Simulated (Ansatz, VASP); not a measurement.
# One calculation of Ba2SeO, two programs

```
O Ba Se
1.0
     4.41332    0.00000    0.00000
     0.00000    4.41332    0.00000
     0.00000    0.00000    6.25308
O Ba Se
1 2 1
Direct
  0.00000 0.00000 0.00000
  0.00000 0.00000 0.50000
  0.50000 0.50000 0.00000
  0.50000 0.50000 0.50000
```

Alike in both runs: task single point; functional PBE; k mesh 6 × 6 × 4; no spin polarisation.

|  | VASP | Ansatz |
| --- | --- | --- |
| version | VASP 6.6.1 | Ansatz 0.2.0 |
| potentials or method | VASP PAW PBE potentials, release 64 (O, Ba_sv, Se) | plane waves, PAW |
| plane-wave cutoff (eV) | 520 | 420 |
| occupations | gaussian, width 0.01 eV | fixed |
| valence electrons in the cell | 32 | 42 |

Ansatz gave:

```
gap on the k mesh at the Fermi level (eV) : 1.48
pressure (GPa)                            : 0.0
```

Q: What did VASP give for the same quantities?

A: gap on the k mesh at the Fermi level (eV): 1.42; pressure (GPa): 0.7.

VASP's potentials hold 32 valence electrons a cell and Ansatz's 42, so a difference there can come from the potentials and not from the codes.

Spin-orbit coupling is off throughout.
